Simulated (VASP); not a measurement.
H3Cl: molecular dynamics with PBE+D3(BJ)

H3Cl:

```
H Cl
1.0
     6.24025    0.00000    0.00000
     0.00000    6.24025    0.00000
     0.00000    0.00000    6.24025
H Cl
9 3
Direct
  0.73804 0.59849 0.66322
  0.74956 0.67685 0.76172
  0.51129 0.58798 0.27123
  0.52264 0.62515 0.15938
  0.22581 0.14501 0.46774
  0.11622 0.08982 0.51370
  0.89697 0.50239 0.35584
  0.62429 0.07364 0.47935
  0.28662 0.78045 0.21344
  0.97969 0.63694 0.24435
  0.70655 0.21025 0.60306
  0.35694 0.95904 0.12856
```

- Program: VASP 6.6.1
- Task: molecular dynamics
- Functional: PBE
- Dispersion: D3(BJ)
- Potentials or basis: VASP PAW PBE potentials, release 64 (H, Cl)
- Cutoff: 520 eV
- k mesh: 1 × 1 × 1
- Occupations: fermi-dirac, width 0.002 eV
- Spin: no spin polarisation
- Dipole correction: no
- Further INCAR settings: ALGO = Normal; EDIFF = 1e-05; ISYM = 0; IBRION = 0; POTIM = 0.75; NSW = 40

```json
{
 "Dispersion energy per atom": "-0.037 eV"
}
```

It took 9.4 min on 1 thread of AMD EPYC 7R13, with other jobs on the host, peak memory 0.29 GiB.

Caveat: the k points lie up to 1.01 Å⁻¹ apart.
